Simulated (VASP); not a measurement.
Here is a VASP 6.6.1 calculation.

INCAR

```
ALGO     = Normal         # electronic algorithm
EDIFF    = 1E-6           # SCF threshold, eV
ENCUT    = 520            # plane-wave cutoff, eV
GGA      = PE             # functional
ISIF     = 2              # what is computed and relaxed
ISMEAR   = 0              # smearing method
LASPH    = True           # aspherical terms in the spheres
LCHARG   = False          # write CHGCAR
LREAL    = False          # projectors in reciprocal space
LWAVE    = False          # write WAVECAR
NBANDS   = 11             # bands
NELM     = 60             # most SCF steps
PREC     = Accurate       # precision mode
SIGMA    = 0.05           # smearing width, eV
```

File KPOINTS:

```
k-points
0
Gamma
  10 10 10
```

Contents of POSCAR:

```
AlN
1.0
    0.0000000000      2.1839935596      2.1839935596
    2.1839935596      0.0000000000      2.1839935596
    2.1839935596      2.1839935596      0.0000000000
Al N
1 1
Direct
    0.0198266474      0.0198266474      0.0198266474
    0.7500000000      0.7500000000      0.7500000000
```

Potentials or basis: VASP PAW PBE potentials, release 64 (Al, N).

Launch:

```console
$ cat potpaw_PBE.64/Al/POTCAR potpaw_PBE.64/N/POTCAR > POTCAR
$ mpirun -np 1 vasp_std > vasp.out
```

(1) What does it give for the band gap on the k mesh?

(2) What does it give for the largest force?

Answers

(1) 2.87 eV, indirect (least direct gap 3.70 eV).

(2) 1.515 eV/Å.

Caveat: the cell differs from its parent crystal (all Al atoms moved +0.150 Å, as atom 1 along Cartesian [1 1 1]); forces of over 1 eV/Å act on the atoms, so gaps and moduli don't describe the material at rest.
